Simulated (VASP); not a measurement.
Write the native input for VASP 6.6.1 that does the following.

```
Task                   : single point
Functional             : PBEsol
Potentials or basis    : VASP PAW PBE potentials, release 64 (Si, O)
Cutoff                 : 520 eV
k mesh                 : 8 × 8 × 11
Occupations            : fermi-dirac, width 0.05 eV
Spin                   : no spin polarisation
Dipole correction      : no
Further INCAR settings : ALGO = Normal; EDIFF = 1e-07; NBANDS = 25
```

The structure of SiO2 (rutile type) lies in POSCAR:

```
SiO2
1.0
    3.7281539530      0.0000000000      0.0000000000
    0.0000000000      3.7281539530      0.0000000000
    0.0000000000      0.0000000000      2.4413400009
Si O
2 4
Direct
    0.0000000000      0.0000000000      0.0000000000
    0.5000000000      0.5000000000      0.5000000000
    0.2995288203      0.2995288203      0.0000000000
    0.7004711797      0.7004711797      0.0000000000
    0.7995288203      0.2004711797      0.5000000000
    0.2004711797      0.7995288203      0.5000000000
```

These files were run (other wordings do the same):

INCAR

```
SYSTEM = SiO2
PREC = Accurate
ENCUT = 520
EDIFF = 1E-7
ISMEAR = -1
SIGMA = 0.05
LREAL = .FALSE.
LASPH = .TRUE.
NELM = 80
ALGO = Normal
ISIF = 2
LWAVE = .FALSE.
LCHARG = .FALSE.
GGA = PS
NBANDS = 25
```

KPOINTS

```
Automatic mesh
0
G
  8 8 11
  0 0 0
```

Potentials or basis: VASP PAW PBE potentials, release 64 (Si, O).

Command:

```console
$ cat potpaw_PBE.64/Si/POTCAR potpaw_PBE.64/O/POTCAR > POTCAR
$ mpirun -np 1 vasp_std > vasp.out
```

Results of the run:

* Pressure: 199.3 GPa
* Largest force: 0.027 eV/Å
* Band gap on the k mesh: 6.86 eV

Caveat: the cell stands under pressure; the PAW data sets were made with another functional, which shifts forces and pressure a little; an odd mesh through Γ misses points on the zone boundary, where band edges can lie.

Run time: 2 min on 1 thread of Intel Xeon 8259CL, with other jobs on the host, peak memory 0.17 GiB.
